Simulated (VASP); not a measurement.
# AlN (Fm-3m) in VASP: further runs

AlN is run at these levels: PBEsol; tasks: single point, relaxation of cell and atoms.

The COD entry that gives the cell may itself be a prediction, so a difference from it is no test against experiment.

Everything below comes from runs of VASP 6.6.1. Logs are shortened: lines on timing, memory, paths and dates and some standing lists are left out, and cuts for length are marked.

**1. The cell of the first run**

The structure is cubic, space group Fm-3m (No. 225). Conventional cell: a = 3.998 Å, b = 3.998 Å, c = 3.998 Å, α = 90.00°, β = 90.00°, γ = 90.00°. Al (site symmetry m-3m) has 6 N at 2.00 Å within 2.6 Å. N (site symmetry m-3m) has 6 Al at 2.00 Å within 2.6 Å.

**2. Single point, PBEsol**

Input file INCAR:

```
SYSTEM = AlN
PREC = Accurate
ENCUT = 520
EDIFF = 1E-7
ISMEAR = 0
SIGMA = 0.01
LREAL = .FALSE.
LASPH = .TRUE.
NELM = 80
ALGO = Normal
ISIF = 2
LWAVE = .FALSE.
LCHARG = .FALSE.
GGA = PS
NBANDS = 11
```

Input file KPOINTS:

```
Automatic mesh
0
G
  8 8 8
  0 0 0
```

Input file POSCAR:

```
AlN
1.0
    0.0000000000      1.9988400909      1.9988400909
    1.9988400909      0.0000000000      1.9988400909
    1.9988400909      1.9988400909      0.0000000000
Al N
1 1
Direct
    0.0000000000      0.0000000000      0.0000000000
    0.5000000000      0.5000000000      0.5000000000
```

Potentials or basis: VASP PAW PBE potentials, release 64 (Al, N).

Command:

```console
$ cat potpaw_PBE.64/Al/POTCAR potpaw_PBE.64/N/POTCAR > POTCAR
$ mpirun -np 1 vasp_std > vasp.out
```

OUTCAR:

```text
SYSTEM = AlN
   PREC = Accurate
   ENCUT = 520
   EDIFF = 1E-7
   ISMEAR = 0
   LREAL = .FALSE.
   LASPH = .TRUE.
   NELM = 80
   ISIF = 2
   GGA = PS

 ion  position               nearest neighbor table
   1  0.000  0.000  0.000-   2 2.00   2 2.00   2 2.00   2 2.00   2 2.00   2 2.00
   2  0.500  0.500  0.500-   1 2.00   1 2.00   1 2.00   1 2.00   1 2.00   1 2.00

  LATTYP: Found a face centered cubic cell.
 ALAT       =     3.9976801818

  Lattice vectors:

 A1 = (   0.0000000000,   1.9988400909,   1.9988400909)
 A2 = (   1.9988400909,   0.0000000000,   1.9988400909)
 A3 = (   1.9988400909,   1.9988400909,   0.0000000000)

Analysis of symmetry for initial positions (statically):
=====================================================================
 Subroutine PRICEL returns:
 Original cell was already a primitive cell.

 Routine SETGRP: Setting up the symmetry group for a
 face centered cubic supercell.

 Subroutine GETGRP returns: Found 48 space group operations
 (whereof 48 operations were pure point group operations)
 out of a pool of 48 trial point group operations.

The static configuration has the point symmetry O_h .

Analysis of symmetry for dynamics (positions and initial velocities):
=====================================================================
 Subroutine PRICEL returns:
 Original cell was already a primitive cell.

 Routine SETGRP: Setting up the symmetry group for a
 face centered cubic supercell.

 Subroutine GETGRP returns: Found 48 space group operations
 (whereof 48 operations were pure point group operations)
 out of a pool of 48 trial point group operations.

The dynamic configuration has the point symmetry O_h .

 Subroutine INISYM returns: Found 48 space group operations
 (whereof 48 operations are pure point group operations),
 and found     1 'primitive' translations

----------------------------------------------------------------------------------------

                                     Primitive cell

  volume of cell :      15.9722

  direct lattice vectors                    reciprocal lattice vectors
     0.000000000  1.998840091  1.998840091    -0.250145073  0.250145073  0.250145073
     1.998840091  0.000000000  1.998840091     0.250145073 -0.250145073  0.250145073
     1.998840091  1.998840091  0.000000000     0.250145073  0.250145073 -0.250145073

  length of vectors
     2.826786766  2.826786766  2.826786766     0.433263975  0.433263975  0.433263975

  position of ions in fractional coordinates (direct lattice)
     0.000000000  0.000000000  0.000000000
     0.500000000  0.500000000  0.500000000

  ion indices of the primitive-cell ions
   primitive index   ion index
                 1           1
                 2           2

----------------------------------------------------------------------------------------

 KPOINTS: Automatic mesh

Automatic generation of k-mesh.
 Grid dimensions read from file:
 generate k-points for:    8    8    8

 Generating k-lattice:

  Cartesian coordinates                     Fractional coordinates (reciprocal lattice)
    -0.031268134  0.031268134  0.031268134     0.125000000  0.000000000  0.000000000
     0.031268134 -0.031268134  0.031268134     0.000000000  0.125000000  0.000000000
     0.031268134  0.031268134 -0.031268134     0.000000000  0.000000000  0.125000000

  Length of vectors
     0.054157997  0.054157997  0.054157997

  Shift w.r.t. Gamma in fractional coordinates (k-lattice)
     0.000000000  0.000000000  0.000000000

 Subroutine IBZKPT returns following result:
 ===========================================

 Found     29 irreducible k-points:

 Following reciprocal coordinates:
            Coordinates               Weight
  0.000000  0.000000  0.000000      1.000000
  0.125000  0.000000  0.000000      8.000000
  0.250000  0.000000  0.000000      8.000000
  0.375000  0.000000  0.000000      8.000000
  0.500000  0.000000  0.000000      4.000000
  0.125000  0.125000  0.000000      6.000000
[... 16 lines left out ...]
  0.500000  0.250000  0.125000     48.000000
 -0.375000  0.250000  0.125000     24.000000
 [... further k-points ...]
   k-points           NKPTS =     29   k-points in BZ     NKDIM =     29   number of bands    NBANDS=     11
   number of dos      NEDOS =    301   number of ions     NIONS =      2
   total plane-waves  NPLWV =  13824
   dimension x,y,z NGX =    24 NGY =   24 NGZ =   24
   dimension x,y,z NGXF=    48 NGYF=   48 NGZF=   48
   ions per type =               1   1
   NGX,Y,Z   is equivalent  to a cutoff of  14.11, 14.11, 14.11 a.u.
   NGXF,Y,Z  is equivalent  to a cutoff of  28.23, 28.23, 28.23 a.u.
 SYSTEM =  AlN
   PREC   = accura    normal or accurate (medium, high low for compatibility)
   ISTART =      0    job   : 0-new  1-cont  2-samecut
   ICHARG =      2    charge: 1-file 2-atom 10-const
   ISPIN  =      1    spin polarized calculation?
   LNONCOLLINEAR =      F non collinear calculations
   LSORBIT =      F    spin-orbit coupling
   LASPH  =      T    aspherical Exc in radial PAW
   ENCUT  =  520.0 eV  38.22 Ry    6.18 a.u.   5.26  5.26  5.26*2*pi/ulx,y,z
   NELM   =     80;   NELMIN=  2; NELMDL= -5     # of ELM steps
   EDIFF  = 0.1E-06   stopping-criterion for ELM
   LREAL  =      F    real-space projection
   EDIFFG = 0.1E-05   stopping-criterion for IOM
   NSW    =      0    number of steps for IOM
   IBRION =     -1    ionic relax: 0-MD 1-quasi-New 2-CG
   NFREE  =      0    steps in history (QN), initial steepest desc. (CG)
   ISIF   =      2    stress and relaxation
   ISYM   =      2    0-nonsym 1-usesym 2-fastsym
   POTIM  = 0.5000    time-step for ionic-motion
   TEBEG  =    0.0;   TEEND  =   0.0 temperature during run
   PSTRESS=    0.0 pullay stress
   NELECT =       8.0000    total number of electrons
   NUPDOWN=      -1.0000    fix difference up-down
   EMIN   =  10.00;   EMAX   =-10.00  energy-range for DOS
   EFERMI =   0.00;   METHOD = LEGACY
   ISMEAR =     0;   SIGMA  =   0.01  broadening in eV -4-tet -1-fermi 0-gaus
   EFERMI_NEDOS =   21; number of points for ismear=-14 and -15
   IALGO  =     38    algorithm
   IMIX   =      4    mixing-type and parameters
     AMIX     =   0.40;   BMIX     =  1.00
     AMIX_MAG =   1.60;   BMIX_MAG =  1.00
  volume/ion in A,a.u.               =       7.99        53.89
  Fermi-wavevector in a.u.,A,eV,Ry     =   1.300120  2.456871 22.998092  1.690312
  Thomas-Fermi vector in A             =   2.431340
   LORBIT       =      0    0 simple, 1 ext, 2 COOP (PROOUT), +10 PAW based schemes
   GGA     = PS    functional components
   LHFCALC =     F    Hartree Fock is set to
   AEXX    =    0.0000 exact exchange contribution
   IVDW    =     0    specifies the selected vdW correction
   LEPSILON=     F    determine dielectric tensor
   LRPA    =     F    only Hartree local field effects (RPA)
 non-spin polarized calculation
 Gauss-broadening in eV      SIGMA  =   0.01
  energy-cutoff  :      520.00
  volume of cell :       15.97
 maximum number of plane-waves:       445
 NGX is ok and might be reduce to    24
   NGX = 11   NGY = 11   NGZ = 11

 number of electron       7.9999999 magnetization

 Free energy of the ion-electron system (eV)
  ---------------------------------------------------
  ext. energy  EPLUGINS =         0.00000000
  ---------------------------------------------------
  free energy    TOTEN  =       -15.43086333 eV

  energy without entropy =      -15.43086333  energy(sigma->0) =      -15.43086333

 E-fermi :  10.4029     XC(G=0): -12.6136

 val. band max:       10.3351528369   @ k =   0.0000   0.0000   0.0000
 cond. band min:      15.2191566366   @ k =   0.5000   0.5000   0.0000
 fundamental gap:      4.8840037997
 Fermi energy:        10.4028688580

 k-point     1 :       0.0000    0.0000    0.0000
  band No.  band energies     occupation
      1      -7.5299      2.00000
      2      10.3352      2.00000
      3      10.3352      2.00000
      4      10.3352      2.00000
      5      16.5030      0.00000
      6      22.4670      0.00000
      7      22.4670      0.00000
      8      22.4670      0.00000
      9      27.6398      0.00000
     10      28.2726      0.00000
     11      28.2726      0.00000

 k-point     2 :       0.1250    0.0000    0.0000
  band No.  band energies     occupation
      1      -7.1980      2.00000
      2       8.8207      2.00000
      3      10.1350      2.00000
      4      10.1350      2.00000
      5      17.3145      0.00000
      6      21.3210      0.00000
      7      22.9219      0.00000
      8      22.9219      0.00000
      9      26.4468      0.00000
     10      26.4468      0.00000
     11      28.8745      0.00000

 k-point     3 :       0.2500    0.0000    0.0000
  band No.  band energies     occupation
      1      -6.2505      2.00000
      2       5.8958      2.00000
      3       9.7022      2.00000
      4       9.7022      2.00000
      5      17.4452      0.00000
      6      21.6884      0.00000
      7      22.7928      0.00000
      8      22.7928      0.00000
      9      26.6912      0.00000
     10      26.6912      0.00000
     11      27.8807      0.00000

 k-point     4 :       0.3750    0.0000    0.0000
  band No.  band energies     occupation
      1      -4.9170      2.00000
      2       3.0970      2.00000
      3       9.3234      2.00000
      4       9.3234      2.00000
      5      16.8346      0.00000
      6      21.8808      0.00000
      7      21.8808      0.00000
      8      23.3418      0.00000
      9      26.9597      0.00000
     10      29.3193      0.00000
     11      29.3193      0.00000
[... 239 lines left out ...]
 k-point    22 :       0.3750    0.2500    0.1250
  band No.  band energies     occupation
      1      -5.4661      2.00000
      2       5.5200      2.00000
      3       7.6499      2.00000
      4       9.0854      2.00000
      5      19.0862      0.00000
      6      19.3679      0.00000
      7      20.8225      0.00000
      8      24.5068      0.00000
      9      25.6893      0.00000
     10      30.1614      0.00000
     11      32.2546      0.00000

 k-point    23 :       0.5000    0.2500    0.1250
  band No.  band energies     occupation
      1      -4.2641      2.00000
      2       3.6866      2.00000
      3       6.6984      2.00000
      4       8.5280      2.00000
      5      18.8328      0.00000
      6      19.6972      0.00000
      7      21.3667      0.00000
      8      23.9057      0.00000
      9      27.5523      0.00000
     10      30.7499      0.00000
     11      32.6435      0.00000

 k-point    24 :      -0.3750    0.2500    0.1250
  band No.  band energies     occupation
      1      -3.5618      2.00000
      2       2.6485      2.00000
      3       6.4725      2.00000
      4       8.2534      2.00000
      5      18.9094      0.00000
      6      19.1105      0.00000
      7      22.9080      0.00000
      8      23.3917      0.00000
      9      28.7310      0.00000
     10      29.7449      0.00000
     11      33.0921      0.00000

 [... further k-points ...]
[... 5 lines left out ...]
  --------------------------------------------------------------------------------------
  -------------------------------------------------------------------------------------
  Total        0.9893200      0.9893200      0.9893200     -0.0000000      0.0000000     -0.0000000
  in kB       99.2391951     99.2391951     99.2391951     -0.0000000      0.0000000     -0.0000000
  external PRESSURE =      99.2391951 kB  Pullay stress =       0.0000000 kB

 VOLUME and BASIS-vectors are now :
 -----------------------------------------------------------------------------
  energy-cutoff  :      520.00
  volume of cell :       15.97
      direct lattice vectors                 reciprocal lattice vectors
     0.000000000  1.998840091  1.998840091    -0.250145073  0.250145073  0.250145073
     1.998840091  0.000000000  1.998840091     0.250145073 -0.250145073  0.250145073
     1.998840091  1.998840091  0.000000000     0.250145073  0.250145073 -0.250145073

 POSITION                                       TOTAL-FORCE (eV/Angst)
 -----------------------------------------------------------------------------------
      0.00000      0.00000      0.00000         0.000000     -0.000000      0.000000
      1.99884      1.99884      1.99884        -0.000000      0.000000     -0.000000
 -----------------------------------------------------------------------------------
    total drift:                               -0.000000     -0.000000      0.000000

  FREE ENERGIE OF THE ION-ELECTRON SYSTEM (eV)
  ---------------------------------------------------
  free  energy   TOTEN  =       -15.4308633258 eV

  energy  without entropy=      -15.4308633258  energy(sigma->0) =      -15.43086333
```

It took 4.2 s on 1 thread of Intel Xeon Platinum 8488C (Sapphire Rapids), shared host; peak memory 0.13 GiB.

What came out:

```
Free energy            : -15.4309 eV
Pressure               : 9.9 GPa
Band gap on the k mesh : 4.88 eV, indirect (least direct gap 6.17 eV)
```

Caveat: the PAW data sets were made with another functional, which shifts forces and pressure a little.

**3. Relaxation of cell and atoms, PBEsol, target pressure -2 GPa, at which the enthalpy is minimised**

This run uses another cell than the first one, of 7.63 Å³/atom, 0.956 times its volume.

Input file INCAR:

```
ALGO = Normal
EDIFF = 1E-6
EDIFFG = -0.01
ENCUT = 600
GGA = PS
IBRION = 2
ISIF = 3
ISMEAR = 0
LASPH = True
LCHARG = False
LREAL = False
LWAVE = False
NELM = 60
NSW = 80
PREC = Accurate
PSTRESS = -20.0
SIGMA = 0.01
```

Input file KPOINTS:

```
k-points
0
Gamma
  8 8 8
```

Input file POSCAR:

```
AlN
1.0
    0.0000000000      1.9690000000      1.9690000000
    1.9690000000      0.0000000000      1.9690000000
    1.9690000000      1.9690000000      0.0000000000
Al N
1 1
Direct
    0.0000000000      0.0000000000      0.0000000000
    0.5000000000      0.5000000000      0.5000000000
```

Potentials or basis: VASP PAW PBE potentials, release 64 (Al, N).

Command:

```console
$ cat potpaw_PBE.64/Al/POTCAR potpaw_PBE.64/N/POTCAR > POTCAR
$ mpirun -np 1 vasp_std > vasp.out
```

Wall time 7.2 s (1 thread of Intel Xeon Platinum 8488C (Sapphire Rapids), shared host); peak memory 0.13 GiB.

It converged, with:

```yaml
Free_energy: -15.4475 eV
Relaxed_volume: 8.33 Å³/atom
Relaxed_cell: a = 2.867 Å, b = 2.867 Å, c = 2.867 Å, α = 60.00°, β = 60.00°, γ = 60.00°
Space_group_after_relaxing_to_0.05_Å: Fm-3m (No. 225)
Energy_change_on_relaxing_the_enthalpy_is_what_falls: -45.4 meV/atom
Ionic_steps: 4
Pressure_after_relaxing: -1.9 GPa
Band_gap_on_the_k_mesh: 4.48 eV, indirect (least direct gap 5.55 eV)
```

The path:
```
step  energy change (eV)  largest force (eV/Å)  pressure (GPa)  volume (Å³)
   1              0.0000                0.0000           24.63        15.27
   2              0.0313                0.0000          -21.20        18.25
   3             -0.0903                0.0000           -2.28        16.69
   4             -0.0907                0.0000           -1.88        16.66
```

Final structure:
```
Al N
1.0
     0.00000    2.02707    2.02707
     2.02707    0.00000    2.02707
     2.02707    2.02707    0.00000
Al N
1 1
Direct
  0.00000 0.00000 0.00000
  0.50000 0.50000 0.50000
```

Levels at points of the mesh, in eV from the valence-band top:
```
           k point  band 2  band 3  band 4  band 5  band 6  band 7
(0.00, 0.00, 0.00)    0.00    0.00    0.00    5.55   12.00   12.00
(0.50, 0.00, 0.00)   -8.32   -1.08   -1.08    5.99   10.84   10.84
(0.50, 0.50, 0.00)   -7.39   -2.80   -2.80    4.48    5.15   13.87
```

Caveat: the cell is relaxed towards a set pressure, so the enthalpy falls and the energy may rise; the PAW data sets were made with another functional, which shifts forces and pressure a little. Zero-point motion and thermal expansion aren't in these numbers.

[end of part 1 of 3]
